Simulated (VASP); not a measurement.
# BAs (Pmmm) in VASP: settings compared, part 2 of 2

VASP 6.6.1.

### Step 3. Single point, BLYP+D4

This run uses another cell than the first one, of 15.57 Å³/atom.

Input file INCAR:

```
AGGAC    = 1.0          
AGGAX    = 1.0          
ALDAC    = 0.0          
ALDAX    = 1.0          
ALGO     = Normal         # electronic algorithm
EDIFF    = 1E-6           # SCF threshold, eV
ENCUT    = 560            # plane-wave cutoff, eV
GGA      = B5             # functional
GGA_COMPAT= F            
ISIF     = 2              # what is computed and relaxed
ISMEAR   = -1             # smearing method
IVDW     = 13             # dispersion correction
LASPH    = T              # aspherical terms in the spheres
LCHARG   = F              # write CHGCAR
LREAL    = F              # projectors in reciprocal space
LWAVE    = F              # write WAVECAR
NBANDS   = 16             # bands
NELM     = 120            # most SCF steps
PREC     = Accurate       # precision mode
SIGMA    = 0.05           # smearing width, eV
VDW_A1   = 0.44488865   
VDW_A2   = 4.0933009    
VDW_S6   = 1.0          
VDW_S8   = 2.34076671
```

Input file KPOINTS:

```
k-points
0
Gamma
  12 8 6
```

Input file POSCAR:

```
BAs
1.0
    3.5629020477      0.0000000000      0.0000000000
    0.0000000000      2.4688698591      0.0000000000
    0.0000000000      0.0000000000      3.5395716406
B As
1 1
Direct
    0.0000000000      0.5000000000      0.0000000000
    0.5000000000      0.5000000000      0.5000000000
```

Potentials or basis: VASP PAW PBE potentials, release 64 (B, As_d).

Started as:

```console
$ cat potpaw_PBE.64/B/POTCAR potpaw_PBE.64/As_d/POTCAR > POTCAR
$ mpirun -np 1 vasp_std > vasp.out
```

OUTCAR:

```text
EDIFF = 1E-6
   ENCUT = 560
   GGA = B5
   ISIF = 2
   ISMEAR = -1
   IVDW = 13
   LASPH = T
   LREAL = F
   NELM = 120
   PREC = Accurate

 ion  position               nearest neighbor table
   1  0.000  0.500  0.000-   2 2.51   2 2.51   2 2.51   2 2.51
   2  0.500  0.500  0.500-   1 2.51   1 2.51   1 2.51   1 2.51

  LATTYP: Found a simple orthorhombic cell.
 ALAT       =     2.4688698591
 B/A-ratio  =     1.4336809320
 C/A-ratio  =     1.4431307647

  Lattice vectors:

 A1 = (   0.0000000000,   2.4688698591,   0.0000000000)
 A2 = (   0.0000000000,   0.0000000000,   3.5395716406)
 A3 = (   3.5629020477,   0.0000000000,   0.0000000000)

Analysis of symmetry for initial positions (statically):
=====================================================================
 Subroutine PRICEL returns:
 Original cell was already a primitive cell.

 Routine SETGRP: Setting up the symmetry group for a
 simple orthorhombic supercell.

 Subroutine GETGRP returns: Found  8 space group operations
 (whereof  8 operations were pure point group operations)
 out of a pool of  8 trial point group operations.

The static configuration has the point symmetry D_2h.

Analysis of symmetry for dynamics (positions and initial velocities):
=====================================================================
 Subroutine PRICEL returns:
 Original cell was already a primitive cell.

 Routine SETGRP: Setting up the symmetry group for a
 simple orthorhombic supercell.

 Subroutine GETGRP returns: Found  8 space group operations
 (whereof  8 operations were pure point group operations)
 out of a pool of  8 trial point group operations.

The dynamic configuration has the point symmetry D_2h.

 Subroutine INISYM returns: Found  8 space group operations
 (whereof  8 operations are pure point group operations),
 and found     1 'primitive' translations

----------------------------------------------------------------------------------------

                                     Primitive cell

  volume of cell :      31.1353

  direct lattice vectors                    reciprocal lattice vectors
     3.562902048  0.000000000  0.000000000     0.280670079  0.000000000  0.000000000
     0.000000000  2.468869859  0.000000000     0.000000000  0.405043626  0.000000000
     0.000000000  0.000000000  3.539571641     0.000000000  0.000000000  0.282520062

  length of vectors
     3.562902048  2.468869859  3.539571641     0.280670079  0.405043626  0.282520062

  position of ions in fractional coordinates (direct lattice)
     0.000000000  0.500000000  0.000000000
     0.500000000  0.500000000  0.500000000

  ion indices of the primitive-cell ions
   primitive index   ion index
                 1           1
                 2           2

----------------------------------------------------------------------------------------

 KPOINTS: k-points

Automatic generation of k-mesh.
 Grid dimensions read from file:
 generate k-points for:   12    8    6

 Generating k-lattice:

  Cartesian coordinates                     Fractional coordinates (reciprocal lattice)
     0.023389173  0.000000000  0.000000000     0.083333333  0.000000000  0.000000000
     0.000000000  0.050630453  0.000000000     0.000000000  0.125000000  0.000000000
     0.000000000  0.000000000  0.047086677     0.000000000  0.000000000  0.166666667

  Length of vectors
     0.023389173  0.050630453  0.047086677

  Shift w.r.t. Gamma in fractional coordinates (k-lattice)
     0.000000000  0.000000000  0.000000000

 Subroutine IBZKPT returns following result:
 ===========================================

 Found    140 irreducible k-points:

 Following reciprocal coordinates:
            Coordinates               Weight
  0.000000  0.000000  0.000000      1.000000
  0.083333  0.000000  0.000000      2.000000
  0.166667  0.000000  0.000000      2.000000
  0.250000  0.000000  0.000000      2.000000
  0.333333  0.000000  0.000000      2.000000
  0.416667  0.000000  0.000000      2.000000
[... 16 lines left out ...]
  0.083333  0.375000  0.000000      4.000000
  0.166667  0.375000  0.000000      4.000000
 [... further k-points ...]
   k-points           NKPTS =    140   k-points in BZ     NKDIM =    140   number of bands    NBANDS=     16
   number of dos      NEDOS =    301   number of ions     NIONS =      2
   total plane-waves  NPLWV =  15680
   dimension x,y,z NGX =    28 NGY =   20 NGZ =   28
   dimension x,y,z NGXF=    56 NGYF=   40 NGZF=   56
   ions per type =               1   1
   NGX,Y,Z   is equivalent  to a cutoff of  13.06, 13.47, 13.15 a.u.
   NGXF,Y,Z  is equivalent  to a cutoff of  26.13, 26.93, 26.30 a.u.
 SYSTEM =  unknown system
   PREC   = accura    normal or accurate (medium, high low for compatibility)
   ISTART =      0    job   : 0-new  1-cont  2-samecut
   ICHARG =      2    charge: 1-file 2-atom 10-const
   ISPIN  =      1    spin polarized calculation?
   LNONCOLLINEAR =      F non collinear calculations
   LSORBIT =      F    spin-orbit coupling
   LASPH  =      T    aspherical Exc in radial PAW
   ENCUT  =  560.0 eV  41.16 Ry    6.42 a.u.   6.87  4.76  6.83*2*pi/ulx,y,z
   NELM   =    120;   NELMIN=  2; NELMDL= -5     # of ELM steps
   EDIFF  = 0.1E-05   stopping-criterion for ELM
   LREAL  =      F    real-space projection
[... 7 lines left out ...]
   TEBEG  =    0.0;   TEEND  =   0.0 temperature during run
   PSTRESS=    0.0 pullay stress
   NELECT =      18.0000    total number of electrons
   NUPDOWN=      -1.0000    fix difference up-down
   EMIN   =  10.00;   EMAX   =-10.00  energy-range for DOS
   EFERMI =   0.00;   METHOD = LEGACY
   ISMEAR =    -1;   SIGMA  =   0.05  broadening in eV -4-tet -1-fermi 0-gaus
   EFERMI_NEDOS =   21; number of points for ismear=-14 and -15
   IALGO  =     38    algorithm
   IMIX   =      4    mixing-type and parameters
     AMIX     =   0.40;   BMIX     =  1.00
     AMIX_MAG =   1.60;   BMIX_MAG =  1.00
  volume/ion in A,a.u.               =      15.57       105.06
  Fermi-wavevector in a.u.,A,eV,Ry     =   1.363792  2.577193 25.305857  1.859928
  Thomas-Fermi vector in A             =   2.490164
   LORBIT       =      0    0 simple, 1 ext, 2 COOP (PROOUT), +10 PAW based schemes
   GGA     = B5    functional components
   LHFCALC =     F    Hartree Fock is set to
   AEXX    =    0.0000 exact exchange contribution
   IVDW    =    13    specifies the selected vdW correction
   LEPSILON=     F    determine dielectric tensor
   LRPA    =     F    only Hartree local field effects (RPA)
 non-spin polarized calculation
  energy-cutoff  :      560.00
  volume of cell :       31.14
 maximum number of plane-waves:       956
 NGX is ok and might be reduce to    28
   NGX = 13   NGY =  9   NGZ = 13

 number of electron      17.9999994 magnetization

 Free energy of the ion-electron system (eV)
  ---------------------------------------------------
  ext. energy  EPLUGINS =         0.00000000
  ---------------------------------------------------
  free energy    TOTEN  =        -7.31539409 eV

  energy without entropy =       -7.30635395  energy(sigma->0) =       -7.31087402

 E-fermi :   4.0359     XC(G=0): -10.2061

 val. band max:        4.0286009470   @ k =   0.0000   0.1250   0.3333
 cond. band min:       4.0405867782   @ k =   0.0000   0.3750   0.3333
 fundamental gap:      0.0119858311
 Fermi energy:         4.0358791697

 k-point     1 :       0.0000    0.0000    0.0000
  band No.  band energies     occupation
      1     -32.0657      2.00000
      2     -31.8808      2.00000
      3     -31.8776      2.00000
      4     -31.8772      2.00000
      5     -31.8759      2.00000
      6     -10.2369      2.00000
[... 8 lines left out ...]
     15      16.3531      0.00000
     16      16.4000      0.00000

 k-point     2 :       0.0833    0.0000    0.0000
  band No.  band energies     occupation
      1     -32.0656      2.00000
      2     -31.8808      2.00000
      3     -31.8773      2.00000
      4     -31.8772      2.00000
      5     -31.8760      2.00000
      6     -10.1813      2.00000
[... 8 lines left out ...]
     15      16.6427      0.00000
     16      16.8829      0.00000
[... 387 lines left out ...]
      5     -31.8693      2.00000
      6      -7.0436      2.00000
[... 8 lines left out ...]
     15      14.1871      0.00000
     16      14.3951      0.00000

 k-point    24 :       0.1667    0.3750    0.0000
  band No.  band energies     occupation
      1     -31.9437      2.00000
      2     -31.9405      2.00000
      3     -31.8753      2.00000
      4     -31.8698      2.00000
      5     -31.8684      2.00000
      6      -6.8785      2.00000
[... 8 lines left out ...]
     15      14.1995      0.00000
     16      14.5620      0.00000

 [... further k-points ...]

------------------------ aborting loop because EDIFF is reached ----------------------------------------

  DFT-D4 for vdW energy calculation

  Edisp (eV):   -1.43251

  FORCE on cell =-STRESS in cart. coord.  units (eV):
  Direction    XX          YY          ZZ          XY          YZ          ZX
  --------------------------------------------------------------------------------------
  -------------------------------------------------------------------------------------
  Total       0.06103     0.09324     0.06347     0.00000    -0.00000     0.00000
  in kB       3.14039     4.79787     3.26588     0.00000    -0.00000     0.00000
  external pressure =        3.73 kB  Pullay stress =        0.00 kB

 VOLUME and BASIS-vectors are now :
 -----------------------------------------------------------------------------
  energy-cutoff  :      560.00
  volume of cell :       31.14
      direct lattice vectors                 reciprocal lattice vectors
     3.562902048  0.000000000  0.000000000     0.280670079  0.000000000  0.000000000
     0.000000000  2.468869859  0.000000000     0.000000000  0.405043626  0.000000000
     0.000000000  0.000000000  3.539571641     0.000000000  0.000000000  0.282520062

 POSITION                                       TOTAL-FORCE (eV/Angst)
 -----------------------------------------------------------------------------------
      0.00000      1.23443      0.00000         0.000000      0.000000      0.000000
      1.78145      1.23443      1.76979         0.000000      0.000000      0.000000
 -----------------------------------------------------------------------------------
    total drift:                                0.000000      0.000000      0.000000

  FREE ENERGIE OF THE ION-ELECTRON SYSTEM (eV)
  ---------------------------------------------------
  free  energy   TOTEN  =        -8.7479048943 eV

  energy  without entropy=       -8.7388647592  energy(sigma->0) =       -8.74338483
```

Run time: 45 s. Hardware: 1 thread of Intel Xeon Platinum 8259CL at 2.50GHz (Skylake/Cascade Lake), shared host; peak memory 0.2 GiB.

What came out:

```
Free energy                : -8.7479 eV
Pressure                   : 0.4 GPa
Band gap on the k mesh     : zero (bands 9 and 10 overlap by 3.39 eV)
Dispersion energy per atom : -0.716 eV
```

Stress tensor (GPa, compression positive):
```
0.31 0.00 0.00
0.00 0.48 0.00
0.00 0.00 0.33
```

Caveat: the PAW data sets were made with another functional, which shifts forces and pressure a little.

### Step 4. Single point, PBEsol+D3(BJ)

This run uses another cell than the first one, of 12.20 Å³/atom.

Input file INCAR:

```
ALGO = Normal
EDIFF = 1E-6
ENCUT = 560
GGA = PS
GGA_COMPAT = F
ISIF = 2
ISMEAR = -1
IVDW = 12
LASPH = T
LCHARG = F
LREAL = F
LWAVE = F
NBANDS = 16
NELM = 120
PREC = Accurate
SIGMA = 0.05
```

KPOINTS is that of step 3.

Input file POSCAR:

```
BAs
1.0
    3.0961486146      0.0000000000      0.0000000000
    0.0000000000      2.5340317008      0.0000000000
    0.0000000000      0.0000000000      3.1098254784
B As
1 1
Direct
    0.0000000000      0.5000000000      0.0000000000
    0.5000000000      0.5000000000      0.5000000000
```

Potentials or basis: VASP PAW PBE potentials, release 64 (B, As_d).

Started as:

```console
$ cat potpaw_PBE.64/B/POTCAR potpaw_PBE.64/As_d/POTCAR > POTCAR
$ mpirun -np 1 vasp_std > vasp.out
```

OUTCAR:

```text
EDIFF = 1E-6
   ENCUT = 560
   GGA = PS
   ISIF = 2
   ISMEAR = -1
   IVDW = 12
   LASPH = T
   LREAL = F
   NELM = 120
   PREC = Accurate
 IVDW          = 12

 ion  position               nearest neighbor table
   1  0.000  0.500  0.000-   2 2.19   2 2.19   2 2.19   2 2.19
   2  0.500  0.500  0.500-   1 2.19   1 2.19   1 2.19   1 2.19

  LATTYP: Found a simple orthorhombic cell.
 ALAT       =     2.5340317008
 B/A-ratio  =     1.2218271041
 C/A-ratio  =     1.2272243782

  Lattice vectors:

 A1 = (   0.0000000000,  -2.5340317008,   0.0000000000)
 A2 = (   3.0961486146,   0.0000000000,   0.0000000000)
 A3 = (   0.0000000000,   0.0000000000,   3.1098254784)

Analysis of symmetry for initial positions (statically):
=====================================================================
 Subroutine PRICEL returns:
 Original cell was already a primitive cell.

 Routine SETGRP: Setting up the symmetry group for a
 simple orthorhombic supercell.

 Subroutine GETGRP returns: Found  8 space group operations
 (whereof  8 operations were pure point group operations)
 out of a pool of  8 trial point group operations.
[... 162 lines left out ...]

 E-fermi :   5.9277     XC(G=0): -12.1553

 val. band max:        5.9268124221   @ k =   0.4167   0.3750   0.5000
 cond. band min:       5.9545283861   @ k =   0.1667   0.3750   0.3333
 fundamental gap:      0.0277159640
 Fermi energy:         5.9276539212

 k-point     1 :       0.0000    0.0000    0.0000
  band No.  band energies     occupation
      1     -30.3665      2.00000
      2     -30.1991      2.00000
      3     -30.1968      2.00000
      4     -30.1939      2.00000
      5     -30.1784      2.00000
      6     -10.5071      2.00000
[... 433 lines left out ...]
      3     -30.2152      2.00000
      4     -30.1826      2.00000
      5     -30.1761      2.00000
      6      -7.3361      2.00000
[... 8 lines left out ...]
     15      16.7583      0.00000
     16      16.9942      0.00000

 [... further k-points ...]

------------------------ aborting loop because EDIFF is reached ----------------------------------------

 Edisp (eV)   -0.61318

 E8    (eV) :    -0.3776

  FORCE on cell =-STRESS in cart. coord.  units (eV):
  Direction    XX          YY          ZZ          XY          YZ          ZX
  --------------------------------------------------------------------------------------
  -------------------------------------------------------------------------------------
  Total      -0.02241    -0.00743    -0.02106     0.00000     0.00000     0.00000
  in kB      -1.47188    -0.48768    -1.38322     0.00000     0.00000     0.00000
  external pressure =       -1.11 kB  Pullay stress =        0.00 kB

 VOLUME and BASIS-vectors are now :
 -----------------------------------------------------------------------------
  energy-cutoff  :      560.00
  volume of cell :       24.40
      direct lattice vectors                 reciprocal lattice vectors
     3.096148615  0.000000000  0.000000000     0.322981912  0.000000000  0.000000000
     0.000000000  2.534031701  0.000000000     0.000000000  0.394628054  0.000000000
     0.000000000  0.000000000  3.109825478     0.000000000  0.000000000  0.321561453

 POSITION                                       TOTAL-FORCE (eV/Angst)
 -----------------------------------------------------------------------------------
      0.00000      1.26702      0.00000         0.000000      0.000000      0.000000
      1.54807      1.26702      1.55491         0.000000      0.000000      0.000000
 -----------------------------------------------------------------------------------
    total drift:                                0.000000     -0.000000     -0.000000

  FREE ENERGIE OF THE ION-ELECTRON SYSTEM (eV)
  ---------------------------------------------------
  free  energy   TOTEN  =       -10.8251346330 eV

  energy  without entropy=      -10.8194244153  energy(sigma->0) =      -10.82227952
```

OSZICAR:

```text
N       E                     dE             d eps       ncg     rms          rms(c)
DAV:   1     0.849088402915E+02    0.84909E+02   -0.83589E+03  5360   0.537E+03
DAV:   2    -0.232615031543E+01   -0.87235E+02   -0.82968E+02  5408   0.614E+02
DAV:   3    -0.102949162025E+02   -0.79688E+01   -0.79046E+01  5008   0.835E+01
DAV:   4    -0.104458185750E+02   -0.15090E+00   -0.15088E+00  5664   0.125E+01
DAV:   5    -0.104472991302E+02   -0.14806E-02   -0.14806E-02  5296   0.142E+00    0.449E+00
DAV:   6    -0.102372231447E+02    0.21008E+00   -0.27577E-01  6168   0.554E+00    0.242E+00
DAV:   7    -0.102148814669E+02    0.22342E-01   -0.50776E-02  5032   0.157E+00    0.925E-01
DAV:   8    -0.102119377825E+02    0.29437E-02   -0.53691E-03  5872   0.113E+00    0.999E-02
DAV:   9    -0.102119651003E+02   -0.27318E-04   -0.20015E-04  5640   0.210E-01    0.486E-02
DAV:  10    -0.102119569452E+02    0.81551E-05   -0.19933E-05  5968   0.763E-02    0.136E-02
DAV:  11    -0.102119571642E+02   -0.21903E-06   -0.37261E-06  5664   0.477E-02
   1 F= -.10825135E+02 E0= -.10822280E+02  d E =-.571022E-02
```

stdout:

```text
POSCAR found type information on POSCAR B As
 POSCAR found :  2 types and       2 ions
 scaLAPACK will be used
 -----------------------------------------------------------------------------
|                                                                             |
|                                                                             |
|     You enforced a specific xc type in the INCAR file but a different       |
|     I HOPE YOU KNOW WHAT YOU ARE DOING!                                     |
|                                                                             |
 -----------------------------------------------------------------------------

 LDA part: xc-table for (Slater+PW92), standard interpolation
 POSCAR, INCAR and KPOINTS ok, starting setup
 FFT: planning ... GRIDC
 FFT: planning ... GRID_SOFT
 FFT: planning ... GRID
 WAVECAR not read
 entering main loop
```

It took 29 s on 1 thread of AMD EPYC 7R13 (Zen 3), shared host; peak memory 0.16 GiB.

What came out:

```yaml
Free_energy: -10.8251 eV
Pressure: -0.1 GPa
Band_gap_on_the_k_mesh: zero (bands 9 and 10 overlap by 5.29 eV)
Dispersion_energy_per_atom: -0.307 eV
```

Caveat: the PAW data sets were made with another functional, which shifts forces and pressure a little.

### Step 5. Summary

```tsv
level	cell	gap on the mesh (eV)	pressure (GPa)
PBEsol+D4	a = 3.107, b = 2.544, c = 3.121 Å, 2 atoms	none	0.0
BLYP+D4	a = 3.563, b = 2.469, c = 3.540 Å, 2 atoms	none	0.4
PBEsol+D3(BJ)	a = 3.096, b = 2.534, c = 3.110 Å, 2 atoms	none	-0.1
```

Alike in all rows: task single point; potentials or basis VASP PAW PBE potentials, release 64 (B, As_d); no spin polarisation; k mesh 12 × 8 × 6; cutoff (eV) 560; smearing fermi-dirac 0.05 eV.

Caveats: the PAW data sets were made with another functional, which shifts forces and pressure a little.

Total energies depend on the potentials used, so only differences within one code and one set of settings carry meaning.

The gap in the log of VASP goes by the Fermi energy; the results here count the filled bands.